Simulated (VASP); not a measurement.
Wanted: the native input for a VASP 6.6.1 run.

* Task: single point
* Functional: r2SCAN
* Potentials or basis: VASP PAW PBE potentials, release 64 (Br)
* Cutoff: 520 eV
* k mesh: 6 × 6 × 4
* Occupations: gaussian, width 0.05 eV
* Spin: no spin polarisation
* Dipole correction: no
* Further INCAR settings: ALGO = Normal; EDIFF = 1e-06; NBANDS = 22

Br:

```
CELL_PARAMETERS angstrom
4.19811 -2.14709 0.00000
4.19811 2.14709 0.00000
0.00000 0.00000 8.91300
ATOMIC_POSITIONS crystal
Br 0.86638 0.13362 0.11494
Br 0.13362 0.86638 0.88506
Br 0.36638 0.63362 0.38506
Br 0.63362 0.36638 0.61494
```

One way to write it, as run:

POSCAR

```
Br
1.0
    4.1981101607     -2.1470948104      0.0000000000
    4.1981101607      2.1470948104      0.0000000000
    0.0000000000      0.0000000000      8.9129995688
Br
4
Direct
    0.8663764467      0.1336235533      0.1149431167
    0.1336235533      0.8663764467      0.8850568833
    0.3663764467      0.6336235533      0.3850568833
    0.6336235533      0.3663764467      0.6149431167
```

INCAR.step1

```
SYSTEM = Br
PREC = Accurate
ENCUT = 520
ISMEAR = 0
SIGMA = 0.05
LREAL = .False.
LASPH = .True.
NELM = 60
NBANDS = 22
GGA = PE
ALGO = Normal
EDIFF = 1E-4
LWAVE = .True.
LCHARG = .False.
```

INCAR.step2

```
SYSTEM = Br
PREC = Accurate
ENCUT = 520
EDIFF = 1E-6
ISMEAR = 0
SIGMA = 0.05
LREAL = .False.
LASPH = .True.
NELM = 60
ALGO = Normal
ISIF = 2
LWAVE = .False.
LCHARG = .True.
METAGGA = R2SCAN
LMIXTAU = .True.
LELF = .True.
LVHAR = .True.
NBANDS = 22
ISTART = 1
```

KPOINTS

```
regular mesh
0
Gamma
  6 6 4
  0 0 0
```

Potentials or basis: VASP PAW PBE potentials, release 64 (Br).

The run is started by

```bash
$ cat potpaw_PBE.64/Br/POTCAR > POTCAR
$ cp INCAR.step1 INCAR
$ mpirun -np 1 vasp_std > vasp.out
$ cp INCAR.step2 INCAR
$ mpirun -np 1 vasp_std > vasp.out
```

Results of the run:

- Pressure: -0.5 GPa
- Largest force: 0.008 eV/Å
- Band gap on the k mesh: 1.68 eV, direct

Caveat: the PAW data sets were made with another functional, which shifts forces and pressure a little.

Wall time 3.6 min on 1 thread of Intel(R) Xeon(R) 6975P-C (Granite Rapids) (shared host), peak memory 0.36 GiB.
